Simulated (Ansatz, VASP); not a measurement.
# Two plane-wave programs on AgI

INCAR

```
SYSTEM = AgI
ALGO     = Normal         ! electronic algorithm
EDIFF    = 1E-6           ! SCF threshold, eV
ENCUT    = 500            ! plane-wave cutoff, eV
GGA      = PE             ! functional
GGA_COMPAT= .False.      
ISIF     = 2              ! what is computed and relaxed
ISMEAR   = 0              ! smearing method
LASPH    = .True.         ! aspherical terms in the spheres
LCHARG   = .False.        ! write CHGCAR
LREAL    = .False.        ! projectors in reciprocal space
LWAVE    = .False.        ! write WAVECAR
NBANDS   = 26             ! bands
NELM     = 120            ! most SCF steps
PREC     = Accurate       ! precision mode
SIGMA    = 0.01           ! smearing width, eV
```

Contents of KPOINTS:

```
k-points
0
Gamma
  6 6 4
  0 0 0
```

File POSCAR:

```
AgI
1.0
    4.6507421231      0.0000000000      0.0000000000
   -2.3253710616      4.0276608251      0.0000000000
    0.0000000000      0.0000000000      7.5997163055
Ag I
2 2
Direct
    0.6666666667      0.3333333333      0.6275238171
    0.3333333333      0.6666666667      0.1275238171
    0.6666666667      0.3333333333      0.0024761829
    0.3333333333      0.6666666667      0.5024761829
```

Input for Ansatz:

```yaml
crystal:
  lattice:
    - [4.6507421231, 0.0, 0.0]
    - [-2.3253710616, 4.0276608251, 0.0]
    - [0.0, 0.0, 7.5997163055]
  atoms:
    - { symbol: Ag, position: [0.6666666667, 0.3333333333, 0.6275238171] }
    - { symbol: Ag, position: [0.3333333333, 0.6666666667, 0.1275238171] }
    - { symbol: I, position: [0.6666666667, 0.3333333333, 0.0024761829] }
    - { symbol: I, position: [0.3333333333, 0.6666666667, 0.5024761829] }
kpoints:
  mp_grid: { grid: [6, 6, 4] }
  band_path:
    path:
      - [0.0, 0.0, 0.0]
      - [0.5, 0.0, 0.0]
      - [0.3333333333, 0.3333333333, 0.0]
      - [0.0, 0.0, 0.5]
      - [0.5, 0.0, 0.5]
      - [0.3333333333, 0.3333333333, 0.5]
    npoints: 1
hamiltonian:
  xc: pbe
scf:
  occupations: { method: fixed }
  n_extra_bands: 5
output:
  forces: true
  stress: true
  eigenvalues: true
```

Alike in both runs: task single point; functional PBE; k mesh 6 × 6 × 4; no spin polarisation.

|  | VASP | Ansatz |
| --- | --- | --- |
| version | VASP 6.6.1 | Ansatz 0.2.0 |
| potentials or method | VASP PAW PBE potentials, release 64 (Ag, I) | plane waves, PAW |
| plane-wave cutoff (eV) | 500 | 420 |
| occupations | gaussian, width 0.01 eV | fixed |
| valence electrons in the cell | 36 | 72 |

```csv
,VASP,Ansatz,Ansatz less VASP
gap on the k mesh at the Fermi level (eV),1.37,1.37,-0.002
pressure (GPa),0.6,0.6,+0.06
```

VASP's potentials hold 36 valence electrons a cell and Ansatz's 72, so a difference there can come from the potentials and not from the codes.

Neither program's run includes spin-orbit coupling.
